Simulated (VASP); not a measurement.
# CoO (R-3m) in VASP: notebook

Runs on CoO. Level: PBE. Tasks: single point.

Everything below comes from runs of VASP 6.6.1. Logs are shortened: lines on timing, memory, paths and dates and some standing lists are left out, and cuts for length are marked.

### Step 1. The cell of the first run

It takes space group R-3m (No. 166, trigonal). The conventional cell has a = 3.091 Å, b = 3.091 Å, c = 6.895 Å, α = 90.00°, β = 90.00°, γ = 120.00°. Within 3.1 Å of Co (site symmetry -3m) lie 6 O at 2.12 Å and 12 Co at 2.91 to 3.09 Å. O (site symmetry -3m) has 6 Co at 2.12 Å and 12 O at 2.91 to 3.09 Å within 3.1 Å.

### Step 2. Single point, PBE, collinear spin, ferromagnetic start

Contents of INCAR:

```
SYSTEM = CoO
PREC = Accurate
ENCUT = 520
EDIFF = 1E-6
ISMEAR = 0
SIGMA = 0.1
LREAL = .False.
LASPH = .True.
NELM = 150
ALGO = Normal
ISIF = 2
LWAVE = .False.
LCHARG = .False.
ISPIN = 2
MAGMOM = 2.71 0.34
LORBIT = 11
LMAXMIX = 4
GGA = PE
NBANDS = 18
```

Contents of KPOINTS:

```
regular mesh
0
Gamma
  18 18 18
  0 0 0
```

Contents of POSCAR:

```
CoO
1.0
    1.5453428148      0.8922040901      2.2984950442
   -1.5453428148      0.8922040901      2.2984950442
    0.0000000000     -1.7844081803      2.2984950442
Co O
1 1
Direct
    0.0000000000      0.0000000000      0.0000000000
    0.5000000000      0.5000000000      0.5000000000
```

Potentials or basis: VASP PAW PBE potentials, release 64 (Co, O).

Command:

```console
$ cat potpaw_PBE.64/Co/POTCAR potpaw_PBE.64/O/POTCAR > POTCAR
$ mpirun -np 1 vasp_std > vasp.out
```

OUTCAR:

```text
SYSTEM = CoO
   PREC = Accurate
   ENCUT = 520
   EDIFF = 1E-6
   ISMEAR = 0
   LREAL = .False.
   LASPH = .True.
   NELM = 150
   ISIF = 2
   ISPIN = 2
   LORBIT = 11
   GGA = PE

 ion  position               nearest neighbor table
   1  0.000  0.000  0.000-   2 2.12   2 2.12   2 2.12   2 2.12   2 2.12   2 2.12
   2  0.500  0.500  0.500-   1 2.12   1 2.12   1 2.12   1 2.12   1 2.12   1 2.12

  LATTYP: Found a trigonal (rhomboedric) cell.
 ALAT       =     2.9098439858
 COS(alpha) =     0.4359205722

  Lattice vectors:

 A1 = (   1.5453428148,   0.8922040901,   2.2984950442)
 A2 = (  -1.5453428148,   0.8922040901,   2.2984950442)
 A3 = (   0.0000000000,  -1.7844081803,   2.2984950442)

Analysis of symmetry for initial positions (statically):
=====================================================================
 Subroutine PRICEL returns:
 Original cell was already a primitive cell.

 Routine SETGRP: Setting up the symmetry group for a
 trigonal (rhombohedral) supercell.

 Subroutine GETGRP returns: Found 12 space group operations
 (whereof 12 operations were pure point group operations)
 out of a pool of 12 trial point group operations.

The static configuration has the point symmetry D_3d.

Analysis of symmetry for dynamics (positions and initial velocities):
=====================================================================
 Subroutine PRICEL returns:
 Original cell was already a primitive cell.

 Routine SETGRP: Setting up the symmetry group for a
 trigonal (rhombohedral) supercell.

 Subroutine GETGRP returns: Found 12 space group operations
 (whereof 12 operations were pure point group operations)
 out of a pool of 12 trial point group operations.

The dynamic configuration has the point symmetry D_3d.

Analysis of structural, dynamic, and magnetic symmetry:
=====================================================================
 Subroutine PRICEL returns:
 Original cell was already a primitive cell.

 Routine SETGRP: Setting up the symmetry group for a
 trigonal (rhombohedral) supercell.

 Subroutine GETGRP returns: Found 12 space group operations
 (whereof 12 operations were pure point group operations)
 out of a pool of 12 trial point group operations.

The overall configuration has the point symmetry D_3d.

 Subroutine INISYM returns: Found 12 space group operations
 (whereof 12 operations are pure point group operations),
 and found     1 'primitive' translations

----------------------------------------------------------------------------------------

                                     Primitive cell

[... 114 lines left out ...]
   LORBIT       =     11    0 simple, 1 ext, 2 COOP (PROOUT), +10 PAW based schemes
   GGA     = PE    functional components
   LHFCALC =     F    Hartree Fock is set to
   AEXX    =    0.0000 exact exchange contribution
   IVDW    =     0    specifies the selected vdW correction
   LEPSILON=     F    determine dielectric tensor
   LRPA    =     F    only Hartree local field effects (RPA)
 spin polarized calculation
 Gauss-broadening in eV      SIGMA  =   0.10
  energy-cutoff  :      520.00
  volume of cell :       19.01
 maximum number of plane-waves:       528
 NGX is ok and might be reduce to    24
   NGX = 11   NGY = 11   NGZ = 11

 number of electron      15.0000001 magnetization       2.8451446

 Free energy of the ion-electron system (eV)
  ---------------------------------------------------
  ext. energy  EPLUGINS =         0.00000000
  ---------------------------------------------------
  free energy    TOTEN  =       -13.06403506 eV

  energy without entropy =      -13.04694483  energy(sigma->0) =      -13.05548994

 E-fermi :   8.0816     XC(G=0): -12.5087

 val. band max:        8.0812093260   @ k =   0.3889   0.3333   0.1667
 cond. band min:       8.0817328704   @ k =  -0.2778   0.2778   0.1667
 fundamental gap:      0.0005235445
 Fermi energy:         8.0816282847

 spin component 1

 k-point     1 :       0.0000    0.0000    0.0000
  band No.  band energies     occupation
      1     -12.1913      1.00000
      2       4.7458      1.00000
      3       4.7458      1.00000
      4       4.7943      1.00000
      5       4.7943      1.00000
      6       4.9682      1.00000
[... 493 lines left out ...]
     17      34.8990      0.00000
     18      36.3459      0.00000

 [... further k-points ...]

 spin component 2

 k-point     1 :       0.0000    0.0000    0.0000
  band No.  band energies     occupation
      1     -11.7112      1.00000
      2       5.3084      1.00000
      3       5.3084      1.00000
      4       5.9051      1.00000
      5       6.8133      1.00000
      6       6.8133      1.00000
[... 493 lines left out ...]
     17      35.3715      0.00000
     18      36.9731      0.00000

 [... further k-points ...]

------------------------ aborting loop because EDIFF is reached ----------------------------------------

  FORCE on cell =-STRESS in cart. coord.  units (eV):
  Direction    XX          YY          ZZ          XY          YZ          ZX
  --------------------------------------------------------------------------------------
  -------------------------------------------------------------------------------------
  Total       -0.0852940     -0.0852940     -0.0575420      0.0000000      0.0000000     -0.0000000
  in kB       -7.1869627     -7.1869627     -4.8485503      0.0000000      0.0000000     -0.0000000
  external PRESSURE =      -6.4074919 kB  Pullay stress =       0.0000000 kB

 VOLUME and BASIS-vectors are now :
 -----------------------------------------------------------------------------
  energy-cutoff  :      520.00
  volume of cell :       19.01
      direct lattice vectors                 reciprocal lattice vectors
     1.545342815  0.892204090  2.298495044     0.323552803  0.186803298  0.145022429
    -1.545342815  0.892204090  2.298495044    -0.323552803  0.186803298  0.145022429
     0.000000000 -1.784408180  2.298495044     0.000000000 -0.373606596  0.145022429

 POSITION                                       TOTAL-FORCE (eV/Angst)
 -----------------------------------------------------------------------------------
      0.00000      0.00000      0.00000         0.000000     -0.000000      0.000000
      0.00000     -0.00000      3.44774        -0.000000      0.000000     -0.000000
 -----------------------------------------------------------------------------------
    total drift:                               -0.000000      0.000000     -0.000000

  FREE ENERGIE OF THE ION-ELECTRON SYSTEM (eV)
  ---------------------------------------------------
  free  energy   TOTEN  =       -13.0640350552 eV

  energy  without entropy=      -13.0469448286  energy(sigma->0) =      -13.05548994

 total charge

# of ion       s       p       d       tot
------------------------------------------
    1        0.299   0.365   7.154   7.818
    2        1.557   3.425   0.000   4.982
--------------------------------------------------
tot          1.856   3.790   7.154  12.801

 magnetization (x)

# of ion       s       p       d       tot
------------------------------------------
    1        0.020   0.018   2.474   2.512
    2        0.029   0.256   0.000   0.285
--------------------------------------------------
tot          0.048   0.274   2.474   2.797
```

OSZICAR:

```text
N       E                     dE             d eps       ncg     rms          rms(c)
DAV:   1     0.775349754846E+02    0.77535E+02   -0.67707E+03 43612   0.969E+02
DAV:   2    -0.108605091644E+02   -0.88395E+02   -0.76030E+02 44082   0.222E+02
DAV:   3    -0.156476546713E+02   -0.47871E+01   -0.46808E+01 48818   0.551E+01
DAV:   4    -0.156960511931E+02   -0.48397E-01   -0.48363E-01 49074   0.528E+00
DAV:   5    -0.156971657635E+02   -0.11146E-02   -0.11144E-02 51354   0.797E-01    0.155E+01
DAV:   6    -0.144660942898E+02    0.12311E+01   -0.16043E+01 53312   0.612E+01    0.201E+01
DAV:   7    -0.131711394682E+02    0.12950E+01   -0.74829E+00 51932   0.486E+01    0.809E+00
DAV:   8    -0.130922311789E+02    0.78908E-01   -0.38561E-01 59172   0.858E+00    0.456E+00
DAV:   9    -0.130700674186E+02    0.22164E-01   -0.29798E-01 58548   0.954E+00    0.269E+00
DAV:  10    -0.130707918144E+02   -0.72440E-03   -0.42938E-02 59782   0.327E+00    0.138E+00
DAV:  11    -0.130640682687E+02    0.67235E-02   -0.47498E-02 57884   0.372E+00    0.393E-01
DAV:  12    -0.130640405110E+02    0.27758E-04   -0.47121E-03 55652   0.794E-01    0.994E-02
DAV:  13    -0.130640678552E+02   -0.27344E-04   -0.33729E-04 51718   0.200E-01    0.894E-02
DAV:  14    -0.130640356140E+02    0.32241E-04   -0.20033E-05 59700   0.469E-02    0.334E-02
DAV:  15    -0.130640346059E+02    0.10081E-05   -0.38824E-05 54544   0.981E-02    0.895E-03
DAV:  16    -0.130640350552E+02   -0.44921E-06   -0.36173E-06 46326   0.161E-02
   1 F= -.13064035E+02 E0= -.13055490E+02  d E =-.170902E-01  mag=     2.8452
```

stdout:

```text
POSCAR found type information on POSCAR CoO
 POSCAR found :  2 types and       2 ions
 scaLAPACK will be used
 LDA part: xc-table for (Slater+PW92), standard interpolation
 POSCAR, INCAR and KPOINTS ok, starting setup
 FFT: planning ... GRIDC
 FFT: planning ... GRID_SOFT
 FFT: planning ... GRID
 WAVECAR not read
 entering main loop
```

Wall time 5.3 min (1 thread of Intel Xeon Platinum 8488C (Sapphire Rapids), shared host); peak memory 0.4 GiB.

What came out:

```yaml
Free_energy: -13.0640 eV
Pressure: -0.6 GPa
Net_moment: 2.85 μB per cell
Site_moments: Co +2.51; O +0.28 μB
Valence_electrons_inside_the_program's_atomic_spheres: Co 7.82; O 4.98
```

Stress tensor (GPa, compression positive):
```
-0.72  0.00  0.00
 0.00 -0.72  0.00
 0.00  0.00 -0.48
```

Caveat: a cell with one magnetic atom can't hold antiferromagnetic order, which such compounds often take; semilocal functionals often make such compounds metallic where correlation or magnetic order opens a gap, which also shifts bond lengths. With open d or f shells a metallic result of PBE can be an artefact of self-interaction; +U or a hybrid may open a gap.

### Step 3. Single point, PBE, collinear spin, ferromagnetic start (9.79 Å³/atom)

This run uses another cell than the first one, of 9.79 Å³/atom.

Contents of INCAR:

```
ALGO     = Normal         # electronic algorithm
EDIFF    = 1E-7           # SCF threshold, eV
ENCUT    = 520            # plane-wave cutoff, eV
GGA      = PE             # functional
ISIF     = 2              # what is computed and relaxed
ISMEAR   = 0              # smearing method
ISPIN    = 2              # spin polarisation
LASPH    = T              # aspherical terms in the spheres
LCHARG   = F              # write CHGCAR
LMAXMIX  = 4              # l up to which the mixer works
LORBIT   = 11             # projections on sites
LREAL    = F              # projectors in reciprocal space
LWAVE    = F              # write WAVECAR
MAGMOM   = 2.7 0.34       # initial moments
NBANDS   = 18             # bands
NELM     = 150            # most SCF steps
PREC     = Accurate       # precision mode
SIGMA    = 0.1            # smearing width, eV
```

Contents of KPOINTS:

```
k-points
0
Gamma
  18 18 18
```

Contents of POSCAR:

```
CoO
1.0
    1.5524158662      0.8962877183      2.3459260906
   -1.5524158662      0.8962877183      2.3459260906
    0.0000000000     -1.7925754365      2.3459260906
Co O
1 1
Direct
    0.0000000000      0.0000000000      0.0000000000
    0.5000000000      0.5000000000      0.5000000000
```

Potentials or basis: VASP PAW PBE potentials, release 64 (Co, O).

Command:

```console
$ cat potpaw_PBE.64/Co/POTCAR potpaw_PBE.64/O/POTCAR > POTCAR
$ mpirun -np 1 vasp_std > vasp.out
```

OUTCAR:

```text
EDIFF = 1E-7
   ENCUT = 520
   GGA = PE
   ISIF = 2
   ISMEAR = 0
   ISPIN = 2
   LASPH = T
   LORBIT = 11
   LREAL = F
   NELM = 150
   PREC = Accurate

 ion  position               nearest neighbor table
   1  0.000  0.000  0.000-   2 2.14   2 2.14   2 2.14   2 2.14   2 2.14   2 2.14
   2  0.500  0.500  0.500-   1 2.14   1 2.14   1 2.14   1 2.14   1 2.14   1 2.14

  LATTYP: Found a trigonal (rhomboedric) cell.
 ALAT       =     2.9524051074
 COS(alpha) =     0.4470393268

  Lattice vectors:

 A1 = (   1.5524158662,   0.8962877183,   2.3459260906)
 A2 = (  -1.5524158662,   0.8962877183,   2.3459260906)
 A3 = (   0.0000000000,  -1.7925754365,   2.3459260906)

Analysis of symmetry for initial positions (statically):
=====================================================================
 Subroutine PRICEL returns:
 Original cell was already a primitive cell.

[... 703 lines left out ...]
      1     -11.8265      1.00000
      2       5.0843      1.00000
      3       5.0843      1.00000
      4       5.5733      1.00000
      5       6.5145      1.00000
      6       6.5145      1.00000
[... 493 lines left out ...]
     17      34.5472      0.00000
     18      36.2708      0.00000

 [... further k-points ...]

------------------------ aborting loop because EDIFF is reached ----------------------------------------

  FORCE on cell =-STRESS in cart. coord.  units (eV):
  Direction    XX          YY          ZZ          XY          YZ          ZX
  --------------------------------------------------------------------------------------
  -------------------------------------------------------------------------------------
  Total       -0.6101984     -0.6101984     -0.5787677      0.0000000     -0.0000000      0.0000000
  in kB      -49.9183881    -49.9183881    -47.3471413      0.0000000     -0.0000000      0.0000000
  external PRESSURE =     -49.0613058 kB  Pullay stress =       0.0000000 kB

 VOLUME and BASIS-vectors are now :
 -----------------------------------------------------------------------------
  energy-cutoff  :      520.00
  volume of cell :       19.58
      direct lattice vectors                 reciprocal lattice vectors
     1.552415866  0.896287718  2.345926091     0.322078646  0.185952193  0.142090296
    -1.552415866  0.896287718  2.345926091    -0.322078646  0.185952193  0.142090296
     0.000000000 -1.792575436  2.345926091     0.000000000 -0.371904386  0.142090296

 POSITION                                       TOTAL-FORCE (eV/Angst)
 -----------------------------------------------------------------------------------
      0.00000      0.00000      0.00000         0.000000     -0.000000      0.000000
      0.00000      0.00000      3.51889         0.000000      0.000000     -0.000000
 -----------------------------------------------------------------------------------
    total drift:                               -0.000000      0.000000     -0.000000

  FREE ENERGIE OF THE ION-ELECTRON SYSTEM (eV)
  ---------------------------------------------------
  free  energy   TOTEN  =       -13.0550241363 eV

  energy  without entropy=      -13.0374908110  energy(sigma->0) =      -13.04625747

 total charge

# of ion       s       p       d       tot
------------------------------------------
    1        0.291   0.346   7.129   7.767
    2        1.556   3.415   0.000   4.971
--------------------------------------------------
tot          1.847   3.761   7.129  12.738

 magnetization (x)

# of ion       s       p       d       tot
------------------------------------------
    1        0.020   0.017   2.535   2.571
    2        0.028   0.277   0.000   0.305
--------------------------------------------------
tot          0.048   0.294   2.535   2.876
```

Run time: 4.4 min. Hardware: 1 thread of Intel Xeon Platinum 8488C (Sapphire Rapids), shared host; peak memory 0.4 GiB.

What came out:

```yaml
Free_energy: -13.0550 eV
Pressure: -4.9 GPa
Net_moment: 2.93 μB per cell
Site_moments: Co +2.57; O +0.30 μB
Valence_electrons_inside_the_program's_atomic_spheres: Co 7.77; O 4.97
```

Levels at points of the mesh, in eV from the Fermi level:
Spin up:
| k point | band 6 | band 7 | band 8 | band 9 | band 10 | band 11 | band 12 | band 13 |
| --- | --- | --- | --- | --- | --- | --- | --- | --- |
| (0.00, 0.00, 0.00) | -3.12 | -3.12 | -2.80 | -2.71 | 0.96 | 16.75 | 17.40 | 17.40 |
| (0.50, 0.00, 0.00) | -2.27 | -1.84 | -0.01 | 0.11 | 5.20 | 8.96 | 13.30 | 14.43 |
| (0.50, 0.50, 0.00) | -2.93 | -2.46 | -2.12 | -2.05 | 5.80 | 9.70 | 11.75 | 15.05 |
| (0.50, 0.50, 0.50) | -2.32 | -1.56 | 0.16 | 0.16 | 4.68 | 10.12 | 12.33 | 12.33 |
Spin down:
```tsv
k point	band 2	band 3	band 4	band 5	band 6	band 7	band 8	band 9	band 10	band 11
(0.00, 0.00, 0.00)	-2.59	-2.59	-2.10	-1.16	-1.16	-0.94	0.10	0.10	1.53	16.68
(0.50, 0.00, 0.00)	-7.46	-4.56	-4.10	-0.28	-0.24	0.32	2.55	2.70	5.48	9.74
(0.50, 0.50, 0.00)	-6.20	-3.95	-3.36	-2.15	0.08	0.12	0.58	0.95	6.66	10.16
(0.50, 0.50, 0.50)	-7.18	-4.79	-4.79	0.03	0.03	0.28	2.77	2.77	4.95	10.96
```

Caveat: the cell stands under tension; a cell with one magnetic atom can't hold antiferromagnetic order, which such compounds often take; semilocal functionals often make such compounds metallic where correlation or magnetic order opens a gap, which also shifts bond lengths. With open d or f shells a metallic result of PBE can be an artefact of self-interaction; +U or a hybrid may open a gap.
